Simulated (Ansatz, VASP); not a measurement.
**Two plane-wave programs on AlN**

Contents of INCAR:

```
ALGO = Normal ; EDIFF = 1E-7
ENCUT = 520 ; ISIF = 2
ISMEAR = 0 ; LASPH = True
LCHARG = False ; LREAL = False
LWAVE = False ; NBANDS = 26
NELM = 60 ; PREC = Accurate
SIGMA = 0.05
```

Contents of KPOINTS:

```
k-points
0
Gamma
  8 6 4
```

Contents of POSCAR:

```
AlN
1.0
   -1.6378403119      2.8368226349      0.0000000000
    0.0000000000      0.0000000000      4.1006264518
    4.9135209358      2.8368226349      0.0000000000
Al N
4 4
Direct
    0.5101431439      0.7500000000      0.0691017725
    1.0000000000      0.7500000000      0.6666666667
    0.0000000000      0.2500000000      0.3333333333
    0.5000000000      0.2500000000      0.8333333333
    0.5000000000      0.2500000000      0.1666666667
    1.0000000000      0.2500000000      0.6666666667
    0.0000000000      0.7500000000      0.3333333333
    0.5000000000      0.7500000000      0.8333333333
```

Input for Ansatz:

```yaml
crystal:
  lattice:
    - [-1.6378403119, 2.8368226349, 0.0]
    - [0.0, 0.0, 4.1006264518]
    - [4.9135209358, 2.8368226349, 0.0]
  atoms:
    - { symbol: Al, position: [0.5101431439, 0.75, 0.0691017725] }
    - { symbol: Al, position: [1.0, 0.75, 0.6666666667] }
    - { symbol: Al, position: [0.0, 0.25, 0.3333333333] }
    - { symbol: Al, position: [0.5, 0.25, 0.8333333333] }
    - { symbol: "N", position: [0.5, 0.25, 0.1666666667] }
    - { symbol: "N", position: [1.0, 0.25, 0.6666666667] }
    - { symbol: "N", position: [0.0, 0.75, 0.3333333333] }
    - { symbol: "N", position: [0.5, 0.75, 0.8333333333] }
basis:
  ecutwfc: 420
kpoints:
  mp_grid: { grid: [8, 6, 4] }
hamiltonian:
  xc: lda
  pseudopotentials: { kind: paw, azcp: { folder: soft_1 } }
scf:
  occupations: { method: gaussian, width: 0.05 }
output:
  forces: true
  stress: true
  eigenvalues: true
```

Alike in both runs: task single point; functional LDA; k mesh 8 × 6 × 4; occupations gaussian, width 0.05 eV; no spin polarisation.

```csv
,VASP,Ansatz
version,VASP 6.6.1,Ansatz 0.2.0
potentials or method,"VASP PAW LDA potentials, release 64 (Al, N), cutoff 520 eV","scalar-relativistic, plane waves, PAW"
valence electrons in the cell,32,32
```

Ansatz gave:

* gap on the k mesh at the Fermi level (eV): 1.83
* least direct gap on the mesh (eV): 1.90
* pressure (GPa): 26.0
* traceless stress, the component that is largest in VASP (GPa): 36.08
* rms of the force components (eV/Å): 9.904

Estimate VASP's values.

gap on the k mesh at the Fermi level (eV): 1.84; least direct gap on the mesh (eV): 1.91; pressure (GPa): 26.4; traceless stress, the component that is largest in VASP (GPa): 35.97; rms of the force components (eV/Å): 9.849.

Ansatz warns that its potentials were made for another functional, while VASP's fit it. LDA's correlation is that of Perdew and Zunger in VASP and of Perdew and Wang (1992) in Ansatz. Atom by atom the forces differ by 0.057 eV/Å (rms over components).
